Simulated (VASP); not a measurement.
Wanted: the native input for a VASP 6.6.1 run.

```
Task                   : single point
Functional             : LDA
Potentials or basis    : VASP PAW LDA potentials, release 64 (Ni_sv_GW, O)
Cutoff                 : 700 eV
k mesh                 : 6 × 6 × 6
Occupations            : fermi-dirac, width 0.1 eV
Spin                   : collinear spin, ferromagnetic start
Starting moments       : [1.0, 0.0, 0.0] μB
Hubbard terms          : Ni d U = 5.0 eV
Dipole correction      : no
Further INCAR settings : ALGO = Normal; EDIFF = 1e-06; NBANDS = 26
```

The structure of NiO2 lies in POSCAR:

```
NiO2
1.0
    1.4021290000      0.8095195556      6.9742946667
   -1.4021290000      0.8095195556      6.9742946667
    0.0000000000     -1.6190391112      6.9742946667
Ni O
1 2
Direct
    0.0000000000      0.0000000000      0.0000000000
    0.6212106667      0.6212106667      0.6212106667
    0.3787893333      0.3787893333      0.3787893333
```

One way to write it, as run:

INCAR

```
SYSTEM = NiO2
PREC = Accurate
ENCUT = 700
EDIFF = 1E-6
ISMEAR = -1
SIGMA = 0.1
LREAL = .False.
LASPH = .True.
NELM = 200
ALGO = Normal
ISIF = 2
LWAVE = .False.
LCHARG = .False.
ISPIN = 2
MAGMOM = 1 0 0
LORBIT = 11
LMAXMIX = 4
LDAU = .True.
LDAUTYPE = 2
LDAUL = 2 -1
LDAUU = 5 0
LDAUJ = 0 0
LDAUPRINT = 1
NBANDS = 26
GGA_COMPAT = .False.
```

KPOINTS

```
Automatic mesh
0
Gamma
  6 6 6
  0 0 0
```

Potentials or basis: VASP PAW LDA potentials, release 64 (Ni_sv_GW, O).

The run is started by

```sh
$ cat potpaw_LDA.64/Ni_sv_GW/POTCAR potpaw_LDA.64/O/POTCAR > POTCAR
$ mpirun -np 1 vasp_std > vasp.out
```

Results of the run:

```yaml
Pressure: -8.6 GPa
Largest_force: 0.878 eV/Å
Band_gap_on_the_k_mesh: 1.95 eV (least direct gap 2.09 eV)
Net_moment: 0.00 μB per cell
Valence_electrons_inside_the_program's_atomic_spheres: Ni 16.38; O 4.89
```

Caveat: the k points lie up to 0.43 Å⁻¹ apart; the moments typed at the start vanished in this run.

Run time: 8.2 min on 1 thread of Intel(R) Xeon(R) 6975P-C (Granite Rapids) (shared host), peak memory 0.51 GiB.
